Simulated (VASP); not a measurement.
Set up this calculation in VASP 6.6.1, as the native input.

```
Task                   : single point
Functional             : PBE
Potentials or basis    : VASP PAW PBE potentials, release 64 (Mg, S)
Cutoff                 : 520 eV
k mesh                 : 13 × 13 × 13
Occupations            : fermi-dirac, width 0.05 eV
Spin                   : no spin polarisation
Dipole correction      : no
Further INCAR settings : ALGO = Normal; EDIFF = 1e-07; NBANDS = 11
```

The structure of MgS (zincblende type) lies in POSCAR:

```
MgS
1.0
    0.0000000000      2.8483745724      2.8483745724
    2.8483745724      0.0000000000      2.8483745724
    2.8483745724      2.8483745724      0.0000000000
Mg S
1 1
Direct
    0.0000000000      0.0000000000      0.0000000000
    0.2500000000      0.2500000000      0.2500000000
```

One way to write it, as run:

INCAR

```
SYSTEM = MgS
  PREC = Accurate
  ENCUT = 520
  EDIFF = 1E-7
  ISMEAR = -1
  SIGMA = 0.05
  LREAL = .FALSE.
  LASPH = .TRUE.
  NELM = 60
  ALGO = Normal
  ISIF = 2
  LWAVE = .FALSE.
  LCHARG = .FALSE.
  GGA = PE
  NBANDS = 11
```

KPOINTS

```
Automatic mesh
0
G
  13 13 13
  0 0 0
```

Potentials or basis: VASP PAW PBE potentials, release 64 (Mg, S).

Launch:

```console
$ cat potpaw_PBE.64/Mg/POTCAR potpaw_PBE.64/S/POTCAR > POTCAR
$ mpirun -np 1 vasp_std > vasp.out
```

It gave:

```
Pressure               : -0.1 GPa
Band gap on the k mesh : 3.37 eV, direct
```

Wall time 34 s on 1 thread of Intel(R) Xeon(R) Platinum 8259CL CPU @ 2.50GHz (Skylake/Cascade Lake) (shared host), peak memory 0.19 GiB.
